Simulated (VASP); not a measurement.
# TiSi2 (P6/mmm) in VASP: a series of runs, part 2 of 2

VASP 6.6.1.

## 4. Single point, LDA+U

The input, INCAR:

```
SYSTEM = TiSi2
ALGO = Normal ; EDIFF = 1E-7
ENCUT = 520 ; GGA = CA
ISIF = 2 ; ISMEAR = -1
LASPH = .True. ; LCHARG = .True.
LDAU = .True. ; LDAUJ = 0 0
LDAUL = 2 -1 ; LDAUPRINT = 1
LDAUTYPE = 2 ; LDAUU = 4 0
LELF = .True. ; LMAXMIX = 4
LREAL = .False. ; LVHAR = .True.
LWAVE = .False. ; NBANDS = 17
NELM = 150 ; PREC = Accurate
SIGMA = 0.05
```

The input, KPOINTS:

```
k-points
0
Gamma
  7 7 10
  0 0 0
```

The input, POSCAR:

```
TiSi2
1.0
    4.3746400000      0.0000000000      0.0000000000
   -2.1873200000      3.7885500000      0.0000000000
    0.0000000000      0.0000000000      2.5610100000
Ti Si
1 2
Direct
    0.0000000000      0.0000000000      0.0000000000
    0.3333300000      0.6666700000      0.5000000000
    0.6666700000      0.3333300000      0.5000000000
```

Potentials or basis: VASP PAW LDA potentials, release 64 (Ti_sv, Si).

The run is started by

```console
$ cat potpaw_LDA.64/Ti_sv/POTCAR potpaw_LDA.64/Si/POTCAR > POTCAR
$ mpirun -np 1 vasp_std > vasp.out
```

OUTCAR:

```text
SYSTEM = TiSi2
   EDIFF = 1E-7
   ENCUT = 520
   GGA = CA
   ISIF = 2
   ISMEAR = -1
   LASPH = .True.
   LREAL = .False.
   NELM = 150
   PREC = Accurate

 ion  position               nearest neighbor table
   1  0.000  0.000  0.000-   2 2.83   3 2.83   2 2.83   3 2.83   3 2.83   3 2.83   2 2.83   2 2.83
                             3 2.83   3 2.83   2 2.83   2 2.83
   2  0.333  0.667  0.500-   3 2.53   3 2.53   3 2.53   1 2.83   1 2.83   1 2.83   1 2.83   1 2.83
                             1 2.83
   3  0.667  0.333  0.500-   2 2.53   2 2.53   2 2.53   1 2.83   1 2.83   1 2.83   1 2.83   1 2.83
                             1 2.83

  LATTYP: Found a hexagonal cell.
 ALAT       =     4.3746400000
 C/A-ratio  =     0.5854218861

  Lattice vectors:

 A1 = (   4.3746400000,   0.0000000000,   0.0000000000)
 A2 = (  -2.1873200000,   3.7885500000,   0.0000000000)
 A3 = (   0.0000000000,   0.0000000000,   2.5610100000)

Analysis of symmetry for initial positions (statically):
=====================================================================
 Subroutine PRICEL returns:
 Original cell was already a primitive cell.

 Routine SETGRP: Setting up the symmetry group for a
 hexagonal supercell.

 Subroutine GETGRP returns: Found  8 space group operations
 (whereof  8 operations were pure point group operations)
 out of a pool of 24 trial point group operations.

The static configuration has the point symmetry D_2h.

Analysis of symmetry for dynamics (positions and initial velocities):
=====================================================================
 Subroutine PRICEL returns:
 Original cell was already a primitive cell.

 Routine SETGRP: Setting up the symmetry group for a
 hexagonal supercell.

 Subroutine GETGRP returns: Found  8 space group operations
 (whereof  8 operations were pure point group operations)
 out of a pool of 24 trial point group operations.

The dynamic configuration has the point symmetry D_2h.

 Subroutine INISYM returns: Found  8 space group operations
 (whereof  8 operations are pure point group operations),
 and found     1 'primitive' translations

----------------------------------------------------------------------------------------

                                     Primitive cell

  volume of cell :      42.4450

  direct lattice vectors                    reciprocal lattice vectors
     4.374640000  0.000000000  0.000000000     0.228590238  0.131976614  0.000000000
    -2.187320000  3.788550000  0.000000000     0.000000000  0.263953227  0.000000000
     0.000000000  0.000000000  2.561010000     0.000000000  0.000000000  0.390470947

  length of vectors
     4.374640000  4.374640544  2.561010000     0.263953260  0.263953227  0.390470947

  position of ions in fractional coordinates (direct lattice)
     0.000000000  0.000000000  0.000000000
     0.333330000  0.666670000  0.500000000
[... 90 lines left out ...]
   NELECT =      20.0000    total number of electrons
   NUPDOWN=      -1.0000    fix difference up-down
   EMIN   =  10.00;   EMAX   =-10.00  energy-range for DOS
   EFERMI =   0.00;   METHOD = LEGACY
   ISMEAR =    -1;   SIGMA  =   0.05  broadening in eV -4-tet -1-fermi 0-gaus
   EFERMI_NEDOS =   21; number of points for ismear=-14 and -15
   IALGO  =     38    algorithm
   IMIX   =      4    mixing-type and parameters
     AMIX     =   0.40;   BMIX     =  1.00
     AMIX_MAG =   1.60;   BMIX_MAG =  1.00
  volume/ion in A,a.u.               =      14.15        95.48
  Fermi-wavevector in a.u.,A,eV,Ry     =   1.273921  2.407362 22.080564  1.622876
  Thomas-Fermi vector in A             =   2.406718
   LORBIT       =      0    0 simple, 1 ext, 2 COOP (PROOUT), +10 PAW based schemes
 LDA+U is selected, type is set to LDAUTYPE =  2
   angular momentum for each species LDAUL =     2   -1
   U (eV)           for each species LDAUU =   4.0  0.0
   J (eV)           for each species LDAUJ =   0.0  0.0
   GGA     = CA    functional components
   LHFCALC =     F    Hartree Fock is set to
   AEXX    =    0.0000 exact exchange contribution
   IVDW    =     0    specifies the selected vdW correction
   LEPSILON=     F    determine dielectric tensor
   LRPA    =     F    only Hartree local field effects (RPA)
 non-spin polarized calculation
  energy-cutoff  :      520.00
  volume of cell :       42.45
 maximum number of plane-waves:      1158
 NGX is ok and might be reduce to    36
   NGX = 17   NGY = 17   NGZ =  9

atom =   1  type =  1  l = 2

 onsite density matrix

spin component  1

  0.1785  0.0000  0.0000  0.0000 -0.0000
  0.0000  0.1484  0.0000 -0.0000  0.0000
  0.0000  0.0000  0.3407  0.0000 -0.0000
  0.0000 -0.0000  0.0000  0.1484  0.0000
 -0.0000  0.0000 -0.0000  0.0000  0.1785

spin component  2

  0.1785  0.0000  0.0000  0.0000 -0.0000
  0.0000  0.1484  0.0000 -0.0000  0.0000
  0.0000  0.0000  0.3407  0.0000 -0.0000
  0.0000 -0.0000  0.0000  0.1484  0.0000
 -0.0000  0.0000 -0.0000  0.0000  0.1785

 occupancies and eigenvectors

  o =  0.1484  v = -0.0000  0.8473 -0.0000  0.5310 -0.0000  0.0000  0.0000  0.0000  0.0000  0.0000      0.0000  0.0000  0.0000  0.0000  0.0000  0.0000  0.0000  0.0000  0.0000  0.0000
  o =  0.1484  v =  0.0000  0.0000  0.0000  0.0000  0.0000 -0.0000  0.8473 -0.0000  0.5310 -0.0000      0.0000  0.0000  0.0000  0.0000  0.0000  0.0000  0.0000  0.0000  0.0000  0.0000
  o =  0.1484  v = -0.0000  0.5310 -0.0000 -0.8473 -0.0000  0.0000  0.0000  0.0000  0.0000  0.0000      0.0000  0.0000  0.0000  0.0000  0.0000  0.0000  0.0000  0.0000  0.0000  0.0000
  o =  0.1484  v =  0.0000  0.0000  0.0000  0.0000  0.0000 -0.0000  0.5310 -0.0000 -0.8473 -0.0000      0.0000  0.0000  0.0000  0.0000  0.0000  0.0000  0.0000  0.0000  0.0000  0.0000
  o =  0.1785  v =  0.0000  0.0000  0.0000  0.0000  0.0000 -0.5000 -0.0000  0.0000 -0.0000 -0.8660      0.0000  0.0000  0.0000  0.0000  0.0000  0.0000  0.0000  0.0000  0.0000  0.0000
  o =  0.1785  v = -0.5000 -0.0000  0.0000 -0.0000 -0.8660  0.0000  0.0000  0.0000  0.0000  0.0000      0.0000  0.0000  0.0000  0.0000  0.0000  0.0000  0.0000  0.0000  0.0000  0.0000
  o =  0.1785  v =  0.0000  0.0000  0.0000  0.0000  0.0000 -0.8660  0.0000  0.0000  0.0000  0.5000      0.0000  0.0000  0.0000  0.0000  0.0000  0.0000  0.0000  0.0000  0.0000  0.0000
  o =  0.1785  v = -0.8660  0.0000  0.0000  0.0000  0.5000  0.0000  0.0000  0.0000  0.0000  0.0000      0.0000  0.0000  0.0000  0.0000  0.0000  0.0000  0.0000  0.0000  0.0000  0.0000
  o =  0.3407  v =  0.0000  0.0000  0.0000  0.0000  0.0000 -0.0000  0.0000 -1.0000 -0.0000  0.0000      0.0000  0.0000  0.0000  0.0000  0.0000  0.0000  0.0000  0.0000  0.0000  0.0000
  o =  0.3407  v = -0.0000  0.0000 -1.0000 -0.0000  0.0000  0.0000  0.0000  0.0000  0.0000  0.0000      0.0000  0.0000  0.0000  0.0000  0.0000  0.0000  0.0000  0.0000  0.0000  0.0000

 number of electron      20.0000000 magnetization

 Free energy of the ion-electron system (eV)
  ---------------------------------------------------
  ext. energy  EPLUGINS =         0.00000000
  ---------------------------------------------------
  free energy    TOTEN  =       -18.27471086 eV

  energy without entropy =      -18.25478335  energy(sigma->0) =      -18.26474711

 E-fermi :  10.6793     XC(G=0): -11.8428

 val. band max:       10.6498947860   @ k =  -0.4286   0.4286   0.2000
 cond. band min:      10.6822288119   @ k =   0.2857   0.1429   0.5000
 fundamental gap:      0.0323340259
 Fermi energy:        10.6793194630

 k-point     1 :       0.0000    0.0000    0.0000
  band No.  band energies     occupation
      1     -46.3397      2.00000
      2     -23.0369      2.00000
      3     -23.0369      2.00000
      4     -22.2907      2.00000
      5      -2.5645      2.00000
      6       5.4653      2.00000
[... 457 lines left out ...]
      4     -22.3970      2.00000
      5      -1.7508      2.00000
      6       2.7241      2.00000
[... 9 lines left out ...]
     16      15.8429      0.00000
     17      18.5112      0.00000

 [... further k-points ...]
[... 5 lines left out ...]
  --------------------------------------------------------------------------------------
  -------------------------------------------------------------------------------------
  Total       -0.3770687     -0.3769453     -1.0178395      0.0001069      0.0000000      0.0000000
  in kB      -14.2332606    -14.2286053    -38.4205232      0.0040357      0.0000000      0.0000000
  external PRESSURE =     -22.2941297 kB  Pullay stress =       0.0000000 kB

 VOLUME and BASIS-vectors are now :
 -----------------------------------------------------------------------------
  energy-cutoff  :      520.00
  volume of cell :       42.45
      direct lattice vectors                 reciprocal lattice vectors
     4.374640000  0.000000000  0.000000000     0.228590238  0.131976614  0.000000000
    -2.187320000  3.788550000  0.000000000     0.000000000  0.263953227  0.000000000
     0.000000000  0.000000000  2.561010000     0.000000000  0.000000000  0.390470947

 POSITION                                       TOTAL-FORCE (eV/Angst)
 -----------------------------------------------------------------------------------
      0.00000      0.00000      0.00000        -0.000000      0.000000      0.000000
     -0.00002      2.52571      1.28051         0.000225     -0.000130      0.000000
      2.18734      1.26284      1.28051        -0.000225      0.000130      0.000000
 -----------------------------------------------------------------------------------
    total drift:                               -0.000000      0.000000     -0.000000

  FREE ENERGIE OF THE ION-ELECTRON SYSTEM (eV)
  ---------------------------------------------------
  free  energy   TOTEN  =       -18.2747108609 eV

  energy  without entropy=      -18.2547833539  energy(sigma->0) =      -18.26474711
```

Wall time 59 s (1 thread of Intel Xeon 6975P-C, shared host); peak memory 0.19 GiB.

What came out:

```yaml
Free_energy: -18.2747 eV
Pressure: -2.2 GPa
Band_gap_on_the_k_mesh: zero (band 10 reaches 11.36 eV, above the bottom of band 11 at 8.74 eV)
```

Stress tensor (GPa, compression positive):
```
-1.42  0.00  0.00
 0.00 -1.42  0.00
 0.00  0.00 -3.84
```

Eigenvalues of the final occupation matrices:
```csv
site,spin,trace,eigenvalues
site 1 d,1,0.99,0.15 0.15 0.18 0.18 0.34
site 1 d,2,0.99,0.15 0.15 0.18 0.18 0.34
```

Caveat: U without spin polarisation on a metal has little footing; the U is typed as a test and isn't derived for this compound.

## 5. Single point, PBE

The input, INCAR:

```
ALGO = Normal
EDIFF = 1E-6
ENCUT = 520
GGA = PE
ISIF = 2
ISMEAR = -1
LASPH = True
LCHARG = False
LREAL = False
LWAVE = False
NBANDS = 17
NELM = 100
PREC = Accurate
SIGMA = 0.03
```

The input, KPOINTS:

```
k-points
0
Gamma
  4 4 6
```

POSCAR is that of step 4.

Potentials or basis: VASP PAW PBE potentials, release 64 (Ti_sv, Si).

The run is started by

```console
$ cat potpaw_PBE.64/Ti_sv/POTCAR potpaw_PBE.64/Si/POTCAR > POTCAR
$ mpirun -np 1 vasp_std > vasp.out
```

Run time: 44 s. Hardware: 1 thread of Intel Xeon 6975P-C, shared host; peak memory 0.14 GiB.

Results (log left out):

* Free energy: -19.4008 eV
* Pressure: 1.2 GPa
* Band gap on the k mesh: zero (band 10 reaches 11.54 eV, above the bottom of band 11 at 8.64 eV)

Stress tensor (GPa, compression positive):
```
 3.90  0.00  0.00
 0.00  3.90  0.00
 0.00  0.00 -4.12
```

Levels at points of the mesh, in eV from the Fermi level:
| k point | band 7 | band 8 | band 9 | band 10 | band 11 | band 12 | band 13 | band 14 |
| --- | --- | --- | --- | --- | --- | --- | --- | --- |
| (0.00, 0.00, 0.00) | -5.20 | -5.06 | -1.58 | -0.94 | -0.94 | 2.94 | 2.94 | 3.41 |
| (0.50, 0.00, 0.00) | -5.30 | -4.11 | -0.73 | -0.57 | 2.50 | 2.63 | 2.88 | 3.59 |
| (0.50, 0.50, 0.00) | -5.30 | -4.11 | -0.73 | -0.57 | 2.50 | 2.63 | 2.88 | 3.59 |
| (0.00, 0.00, 0.50) | -2.24 | -2.24 | -0.82 | -0.82 | -0.81 | -0.25 | -0.25 | 1.40 |
| (0.50, 0.00, 0.50) | -5.23 | -4.51 | -3.73 | 1.00 | 1.23 | 1.26 | 1.77 | 2.28 |
| (0.50, 0.50, 0.50) | -5.23 | -4.51 | -3.73 | 1.00 | 1.23 | 1.26 | 1.77 | 2.28 |

Caveat: the k points lie up to 0.41 Å⁻¹ apart.

## 6. Overview

```csv
level,potentials or basis,U,k mesh,smearing,gap on the mesh (eV),pressure (GPa)
LDA+U,"VASP PAW LDA potentials, release 64 (Ti_sv, Si)",Ti d U = 1.0 eV,7 × 7 × 10,fermi-dirac 0.05 eV,none,-5.9
LDA+U,"VASP PAW LDA potentials, release 64 (Ti_sv, Si)",Ti d U = 2.0 eV,7 × 7 × 10,fermi-dirac 0.05 eV,none,-4.7
LDA+U,"VASP PAW LDA potentials, release 64 (Ti_sv, Si)",Ti d U = 4.0 eV,7 × 7 × 10,fermi-dirac 0.05 eV,none,-2.2
PBE,"VASP PAW PBE potentials, release 64 (Ti_sv, Si)",-,4 × 4 × 6,fermi-dirac 0.03 eV,none,1.2
```

Alike in all rows: task single point; no spin polarisation; cell as given; cutoff (eV) 520.

Caveats: some runs use coarse meshes; U without spin polarisation on a metal has little footing (some runs); the U is typed as a test and isn't derived for this compound (some runs).

Absolute energies hang on the potentials; compare differences alone.
